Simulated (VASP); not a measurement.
# TiN (Osbornite) (Fm-3m) in VASP: phonons with r2SCAN

Aim: the phonons of TiN (Osbornite) with r2SCAN.

Everything below comes from runs of VASP 6.6.1. Logs are shortened: lines on timing, memory, paths and dates and some standing lists are left out, and cuts for length are marked.

## 1. The cell of the first run

It takes space group Fm-3m (No. 225, cubic). The conventional cell has a = 4.234 Å, b = 4.234 Å, c = 4.234 Å, α = 90.00°, β = 90.00°, γ = 90.00°. Ti (site symmetry m-3m) has 6 N at 2.12 Å within 2.8 Å. N (site symmetry m-3m) has 6 Ti at 2.12 Å within 2.8 Å.

## 2. Phonons, r2SCAN

The input, INCAR:

```
SYSTEM = TiN
PREC = Accurate
ENCUT = 520
EDIFF = 1E-8
ISMEAR = -1
SIGMA = 0.15
LREAL = .False.
LASPH = .True.
NELM = 60
ALGO = Normal
ISIF = 2
LWAVE = .False.
LCHARG = .False.
METAGGA = R2SCAN
LMIXTAU = .True.
IBRION = 6
NFREE = 2
POTIM = 0.015
NSW = 1
```

The input, KPOINTS:

```
Automatic mesh
0
Gamma
  18 18 18
  0 0 0
```

The input, POSCAR:

```
TiN
1.0
    0.0000000000      2.1170859222      2.1170859222
    2.1170859222      0.0000000000      2.1170859222
    2.1170859222      2.1170859222      0.0000000000
Ti N
1 1
Direct
    0.0000000000      0.0000000000      0.0000000000
    0.5000000000      0.5000000000      0.5000000000
```

Potentials or basis: VASP PAW PBE potentials, release 64 (Ti_sv, N).

Started as:

```console
$ cat potpaw_PBE.64/Ti_sv/POTCAR potpaw_PBE.64/N/POTCAR > POTCAR
$ mpirun -np 1 vasp_std > vasp.out
```

OUTCAR:

```text
SYSTEM = TiN
   PREC = Accurate
   ENCUT = 520
   EDIFF = 1E-8
   ISMEAR = -1
   LREAL = .False.
   LASPH = .True.
   NELM = 60
   ISIF = 2
   METAGGA = R2SCAN
   IBRION = 6
   NFREE = 2
   POTIM = 0.015
   NSW = 1

 ion  position               nearest neighbor table
   1  0.000  0.000  0.000-   2 2.12   2 2.12   2 2.12   2 2.12   2 2.12   2 2.12
   2  0.500  0.500  0.500-   1 2.12   1 2.12   1 2.12   1 2.12   1 2.12   1 2.12

  LATTYP: Found a face centered cubic cell.
 ALAT       =     4.2341718444

  Lattice vectors:

 A1 = (   0.0000000000,   2.1170859222,   2.1170859222)
 A2 = (   2.1170859222,   0.0000000000,   2.1170859222)
 A3 = (   2.1170859222,   2.1170859222,   0.0000000000)

Analysis of symmetry for initial positions (statically):
[... 5 lines left out ...]
 face centered cubic supercell.

 Subroutine GETGRP returns: Found 48 space group operations
 (whereof 48 operations were pure point group operations)
 out of a pool of 48 trial point group operations.

The static configuration has the point symmetry O_h .

Analysis of symmetry for dynamics (positions and initial velocities):
[... 5 lines left out ...]
 face centered cubic supercell.

 Subroutine GETGRP returns: Found 48 space group operations
 (whereof 48 operations were pure point group operations)
 out of a pool of 48 trial point group operations.

The dynamic configuration has the point symmetry O_h .

 Subroutine INISYM returns: Found 48 space group operations
 (whereof 48 operations are pure point group operations),
 and found     1 'primitive' translations

----------------------------------------------------------------------------------------

                                     Primitive cell

  volume of cell :      18.9778

  direct lattice vectors                    reciprocal lattice vectors
     0.000000000  2.117085922  2.117085922    -0.236173693  0.236173693  0.236173693
     2.117085922  0.000000000  2.117085922     0.236173693 -0.236173693  0.236173693
     2.117085922  2.117085922  0.000000000     0.236173693  0.236173693 -0.236173693

  length of vectors
     2.994011624  2.994011624  2.994011624     0.409064835  0.409064835  0.409064835

  position of ions in fractional coordinates (direct lattice)
     0.000000000  0.000000000  0.000000000
     0.500000000  0.500000000  0.500000000

  ion indices of the primitive-cell ions
   primitive index   ion index
[... 133 lines left out ...]
  external PRESSURE =      15.1575987 kB  Pullay stress =       0.0000000 kB
[... 131 lines left out ...]
--------------------------------------- Ionic step        5  -------------------------------------------

 number of electron      17.0000002 magnetization

 Free energy of the ion-electron system (eV)
  ---------------------------------------------------
  ext. energy  EPLUGINS =         0.00000000
  ---------------------------------------------------
  free energy    TOTEN  =       -26.04349107 eV

  energy without entropy =      -25.98242313  energy(sigma->0) =      -26.01295710

 E-fermi :  11.7162     XC(G=0): -13.9082

 val. band max:       11.7127636897   @ k =   0.0000  -0.1667   0.1111
 cond. band min:      11.7222091498   @ k =   0.1111   0.0556   0.0000
 fundamental gap:      0.0094454601
 Fermi energy:        11.7161759206

 k-point     1 :       0.0000    0.0000    0.0000
  band No.  band energies     occupation
      1     -48.6268      2.00000
      2     -23.5608      2.00000
      3     -23.5605      2.00000
      4     -23.5605      2.00000
      5      -6.5662      2.00000
      6       9.3289      2.00000
      7       9.3297      2.00000
      8       9.3297      2.00000
      9      11.1074      1.96604
     10      11.1138      1.96457
     11      11.1138      1.96457
     12      12.3209      0.03487
[... 331 lines left out ...]
 k-point    24 :      -0.2222    0.0556    0.0000
  band No.  band energies     occupation
      1     -48.5776      2.00000
      2     -23.8880      2.00000
      3     -23.6091      2.00000
      4     -23.5780      2.00000
      5      -5.5171      2.00000
      6       5.8437      2.00000
      7       6.9158      2.00000
      8       7.2554      2.00000
      9      11.9812      0.29183
     10      12.1949      0.07900
     11      12.6953      0.00292
     12      14.7583      0.00000

 [... further k-points ...]
[... 5 lines left out ...]
  --------------------------------------------------------------------------------------
  -------------------------------------------------------------------------------------
  Total        0.1916445      0.1801322      0.1801322     -0.0000000      0.0000000      0.0000000
  in kB       16.1793637     15.2074546     15.2074546     -0.0000000      0.0000000      0.0000000
  external PRESSURE =      15.5314243 kB  Pullay stress =       0.0000000 kB
[... 17 lines left out ...]
  FREE ENERGIE OF THE ION-ELECTRON SYSTEM (eV)
  ---------------------------------------------------
  free  energy   TOTEN  =       -26.0434910652 eV

  energy  without entropy=      -25.9824231255  energy(sigma->0) =      -26.01295710

 INTERNAL STRAIN TENSORS FROM DISPLACED ATOMS
 ============================================

 INTERNAL STRAIN TENSOR FOR ION    1 for displacements in x,y,z  (eV/Angst):
          X           Y           Z          XY          YZ          ZX
  --------------------------------------------------------------------------------
  x     0.00000     0.00000     0.00000     0.00000     0.00000     0.00000
  y     0.00000     0.00000     0.00000     0.00000     0.00000     0.00000
  z     0.00000     0.00000     0.00000     0.00000     0.00000     0.00000

 INTERNAL STRAIN TENSOR FOR ION    2 for displacements in x,y,z  (eV/Angst):
          X           Y           Z          XY          YZ          ZX
  --------------------------------------------------------------------------------
  x     0.00000     0.00000     0.00000     0.00000     0.00000     0.00000
  y     0.00000     0.00000     0.00000     0.00000     0.00000     0.00000
  z     0.00000     0.00000     0.00000     0.00000     0.00000     0.00000

 Eigenvectors and eigenvalues of the dynamical matrix
 ----------------------------------------------------

   1 f  =   15.636951 THz    98.249858 2PiTHz  521.592527 cm-1    64.669202 meV
             X         Y         Z           dx          dy          dz
      0.000000  0.000000  0.000000     0.000000    0.473978    0.000000
      2.117086  2.117086  2.117086     0.000000   -0.880537    0.000000
[... 21 lines left out ...]
   6 f/i=    0.029965 THz     0.188276 2PiTHz    0.999528 cm-1     0.123926 meV
             X         Y         Z           dx          dy          dz
      0.000000  0.000000  0.000000     0.000000    0.000000    0.880537
      2.117086  2.117086  2.117086     0.000000    0.000000    0.473978

 ELASTIC MODULI CONTR FROM IONIC RELAXATION (kBar)
 Direction    XX          YY          ZZ          XY          YZ          ZX
 --------------------------------------------------------------------------------
 XX           0.0000      0.0000      0.0000      0.0000      0.0000      0.0000
 YY           0.0000      0.0000      0.0000      0.0000      0.0000      0.0000
 ZZ           0.0000      0.0000      0.0000      0.0000      0.0000      0.0000
 XY           0.0000      0.0000      0.0000      0.0000      0.0000      0.0000
 YZ           0.0000      0.0000      0.0000      0.0000      0.0000      0.0000
 ZX           0.0000      0.0000      0.0000      0.0000      0.0000      0.0000
 --------------------------------------------------------------------------------
```

OSZICAR:

```text
N       E                     dE             d eps       ncg     rms          rms(c)
DAV:   1     0.139837953701E+03    0.13984E+03   -0.90689E+03  4684   0.172E+03
DAV:   2    -0.223077162709E+02   -0.16215E+03   -0.15563E+03  4948   0.439E+02
DAV:   3    -0.351731628555E+02   -0.12865E+02   -0.12515E+02  5752   0.122E+02
[... 78 lines left out ...]
DAV:  11    -0.260434909754E+02    0.46057E-06   -0.10413E-07 11676   0.416E-03    0.185E-04
DAV:  12    -0.260434911450E+02   -0.16960E-06   -0.20011E-08  9092   0.168E-03    0.825E-05
DAV:  13    -0.260434910686E+02    0.76441E-07   -0.41718E-09  5936   0.536E-04    0.458E-05
DAV:  14    -0.260434910790E+02   -0.10475E-07   -0.36478E-09  5948   0.408E-04    0.167E-05
DAV:  15    -0.260434910656E+02    0.13486E-07   -0.29067E-09  5944   0.162E-04    0.177E-05
DAV:  16    -0.260434910652E+02    0.37176E-09   -0.26079E-09  5920   0.672E-05
   5 F= -.26043491E+02 E0= -.26012957E+02  d E =-.610679E-01
```

Run time: 14 min. Hardware: 1 thread of Intel Xeon 6975P-C, shared host; peak memory 0.33 GiB.

Results:

* Highest phonon frequency at Γ, LO-TO splitting left out: 522 cm⁻¹

Phonon frequencies in cm⁻¹ (negative: imaginary):
| q point | frequencies |
| --- | --- |
| (0.000, 0.000, 0.000) | -1 -1 -1 522 522 522 |

Caveat: the cell wasn't relaxed at this level first, which shifts response properties; the PAW data sets were made with another functional, which shifts forces and pressure a little.
